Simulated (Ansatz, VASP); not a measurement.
**One calculation of Ga, two programs**

File INCAR:

```
SYSTEM = Ga
  PREC = Accurate
  ENCUT = 520
  EDIFF = 1E-7
  ISMEAR = -1
  SIGMA = 0.1
  LREAL = .FALSE.
  LASPH = .TRUE.
  NELM = 80
  ALGO = Normal
  ISIF = 2
  LWAVE = .FALSE.
  LCHARG = .FALSE.
  GGA = PS
  NBANDS = 12
```

KPOINTS

```
Automatic mesh
0
G
  13 13 13
  0 0 0
```

Contents of POSCAR:

```
Ga
1.0
    2.6223774196      0.0000000000      0.0000000000
    0.0000000000      2.6223774196      0.0000000000
    0.0000000000      0.0000000000      2.6223774196
Ga
1
Direct
    0.0000000000      0.0000000000      0.0000000000
```

Input for Ansatz:

```yaml
crystal:
  lattice:
    - [2.6223774196, 0.0, 0.0]
    - [0.0, 2.6223774196, 0.0]
    - [0.0, 0.0, 2.6223774196]
  atoms:
    - { symbol: Ga, position: [0.0, 0.0, 0.0] }
hamiltonian:
  xc: pbesol
  pseudopotentials:
    kind: paw
    azcp:
      Ga: "pseudopotentials/Ga.paw.azcp"
basis:
  ecutwfc: 420
  fft_grid_basis: typed
kpoints:
  mp_grid: { grid: [13, 13, 13], shift: [0, 0, 0] }
magnetization:
  spin_polarized: false
scf:
  occupations: { method: fermi_dirac, width: 0.1 }
  lower_state_search: "off"
output:
  stress: true
```

Alike in both runs: task single point; functional PBEsol; k mesh 13 × 13 × 13; occupations fermi-dirac, width 0.1 eV; no spin polarisation.

|  | VASP | Ansatz |
| --- | --- | --- |
| version | VASP 6.6.1 | Ansatz 0.2.0 |
| potentials or method | VASP PAW PBE potentials, release 64 (Ga_d), cutoff 520 eV | plane waves (420 eV) with PAW, scalar-relativistic |
| valence electrons in the cell | 13 | 13 |

|  | VASP | Ansatz | Ansatz less VASP |
| --- | --- | --- | --- |
| pressure (GPa) | 2.8 | 2.7 | -0.08 |

VASP's potentials were made for PBE, not for PBEsol, and Ansatz warns of the same on its side.
